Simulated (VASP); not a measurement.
The system is SiGe5.

```xyz
6
Lattice="2.9174 0.0000 0.0000 -1.4587 2.5265 0.0000 0.0000 0.0000 14.1805" Properties=species:S:1:pos:R:3 pbc="T T T"
Si    0.0000    0.0000    0.0000
Ge    1.4587    0.8422   11.8455
Ge    0.0000    0.0000    9.4675
Ge    1.4587    0.8422    7.0903
Ge    0.0000    0.0000    4.7130
Ge    1.4587    0.8422    2.3351
```

```yaml
Program: VASP 6.6.1
Task: relaxation of cell and atoms
Functional: PBE
Potentials_or_basis: VASP PAW PBE potentials, release 64 (Si, Ge_d)
Cutoff: 600 eV
k_mesh: 6 × 6 × 2
Occupations: gaussian, width 0.1 eV
Spin: no spin polarisation
```

At the start: pressure 6.0 GPa; volume 17.42 Å³/atom.

Q: How do energy, volume and symmetry change on relaxing?

A: Over 20 steps the energy falls by 39.1 meV/atom and the volume is 18.67 Å³/atom (+7.2 %); space group P-6m2 (No. 187, to 0.05 Å).

Step by step:
```
step  energy change (eV)  largest force (eV/Å)  pressure (GPa)  volume (Å³)
   1              0.0000                0.4435            6.03       104.52
   2             -0.1802                0.3255           -1.42       114.73
   3             -0.1845                0.3378           -0.62       113.28
   4             -0.2066                0.2816           -0.42       112.86
   5             -0.2168                0.2143           -0.30       112.41
   6             -0.2181                0.1937           -0.35       112.26
   7             -0.2205                0.1476           -0.27       111.94
   8             -0.2246                0.0927            0.33       111.18
   9             -0.2245                0.0601            0.85       110.58
  10             -0.2249                0.0736            0.48       110.91
  11             -0.2290                0.0622            0.30       111.60
  12             -0.2300                0.0728           -0.47       113.43
  13             -0.2315                0.0691           -0.38       112.82
  14             -0.2328                0.0590           -0.34       112.88
  15             -0.2329                0.0552           -0.28       112.94
  16             -0.2330                0.0562           -0.31       112.93
  17             -0.2339                0.0485           -0.01       112.48
  18             -0.2340                0.0474           -0.19       112.33
  19             -0.2341                0.0456            0.16       112.03
  20             -0.2348                0.0384            0.10       112.04
```

Final structure:
```
CELL_PARAMETERS angstrom
3.01753 0.00000 0.00000
-1.50876 2.61326 0.00000
0.00000 0.00000 14.20862
ATOMIC_POSITIONS crystal
Si 0.00000 0.00000 0.00000
Ge 0.66667 0.33333 0.84442
Ge 0.00000 0.00000 0.67005
Ge 0.66667 0.33333 0.50000
Ge 0.00000 0.00000 0.32995
Ge 0.66667 0.33333 0.15558
```

Caveat: the k points lie up to 0.40 Å⁻¹ apart in the final cell.
